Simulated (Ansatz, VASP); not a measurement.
## One calculation of CdS, two programs

File POSCAR:

```
CdS
1.0
    0.0000000000      2.6772000000      2.6772000000
    2.6772000000      0.0000000000      2.6772000000
    2.6772000000      2.6772000000      0.0000000000
Cd S
1 1
Direct
    0.0000000000      0.0000000000      0.0000000000
    0.7500000000      0.7500000000      0.7500000000
```

The input INCAR.step1:

```
PREC = Accurate ; ENCUT = 520
ISMEAR = 0 ; SIGMA = 0.05
LREAL = F ; LASPH = T
NELM = 60 ; NBANDS = 16
GGA = PE ; ALGO = Normal
EDIFF = 1E-4 ; LWAVE = T
LCHARG = F
```

INCAR.step2

```
PREC = Accurate ; ENCUT = 520
EDIFF = 1E-6 ; ISMEAR = 0
SIGMA = 0.05 ; LREAL = F
LASPH = T ; NELM = 60
ALGO = Normal ; ISIF = 2
LWAVE = F ; LCHARG = F
METAGGA = R2SCAN ; LMIXTAU = T
NBANDS = 16 ; ISTART = 1
```

File KPOINTS:

```
Automatic mesh
0
Gamma
  8 8 8
```

Input for Ansatz:

```yaml
crystal:
  lattice:
    - [0.0, 2.6772, 2.6772]
    - [2.6772, 0.0, 2.6772]
    - [2.6772, 2.6772, 0.0]
  atoms:
    - { symbol: Cd, position: [0.0, 0.0, 0.0] }
    - { symbol: S, position: [0.75, 0.75, 0.75] }
basis:
  ecutwfc: 500
kpoints:
  mp_grid: { grid: [8, 8, 8] }
hamiltonian:
  xc: r2scan
scf:
  occupations: { method: gaussian, width: 0.05 }
output:
  forces: true
  stress: true
  eigenvalues: true
```

Change from the starting cell: strain -0.080 along x and y, -0.080 along z, atoms carried along.

Alike in both runs: task single point; functional r2SCAN; k mesh 8 × 8 × 8; occupations gaussian, width 0.05 eV; no spin polarisation.

|  | VASP | Ansatz |
| --- | --- | --- |
| version | VASP 6.6.1 | Ansatz 0.2.0 |
| potentials or method | VASP PAW PBE potentials, release 64 (Cd, S), cutoff 520 eV | scalar-relativistic, plane waves, PAW |
| valence electrons in the cell | 18 | 26 |

```tsv
	VASP	Ansatz	Ansatz less VASP
gap on the k mesh at the Fermi level (eV)	2.12	2.09	-0.027
least direct gap on the mesh (eV)	2.12	2.09	-0.027
pressure (GPa)	32.7	31.6	-1.05
```

VASP's potentials were made for PBE, not for r2SCAN. Both programs put the cell under a high pressure, so it lies far from rest at this level. VASP's potentials hold 18 valence electrons a cell and Ansatz's 26, so a difference there can come from the potentials and not from the codes.
